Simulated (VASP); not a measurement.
## Hg: single point with PBEsol

Crystal: Hg.

```
Hg
1.0
     2.90630    0.00000    0.00000
     0.00000    2.90630    0.00000
     0.00000    0.00000    2.90630
Hg
1
Direct
  0.00000 0.00000 0.00000
```

```
Program                : VASP 6.6.1
Task                   : single point
Functional             : PBEsol
Potentials or basis    : VASP PAW PBE potentials, release 64 (Hg)
Cutoff                 : 520 eV
k mesh                 : 12 × 12 × 12
Occupations            : fermi-dirac, width 0.1 eV
Spin                   : no spin polarisation
Dipole correction      : no
Further INCAR settings : ALGO = Normal; EDIFF = 1e-06; NBANDS = 12
```

```
Pressure               : 2.5 GPa
Band gap on the k mesh : zero (bands 6 and 7 overlap by 7.17 eV)
```

Levels at points of the mesh, in eV from the Fermi level:
```csv
k point,band 4,band 5,band 6,band 7,band 8,band 9
"(0.00, 0.00, 0.00)",-5.93,-5.93,-5.93,10.51,10.51,10.51
"(0.50, 0.00, 0.00)",-6.74,-5.86,-2.60,-2.20,14.63,14.79
"(0.50, 0.50, 0.00)",-6.61,-5.22,1.22,1.33,1.33,7.57
"(0.50, 0.50, 0.50)",-5.17,-5.17,4.97,4.97,4.97,5.76
```

It took 12 s on 1 thread of Intel(R) Xeon(R) Platinum 8259CL CPU @ 2.50GHz (Skylake/Cascade Lake) (shared host), peak memory 0.15 GiB.

Caveat: the PAW data sets were made with another functional, which shifts forces and pressure a little; spin-orbit coupling is left out, which moves the levels of the heavy elements.
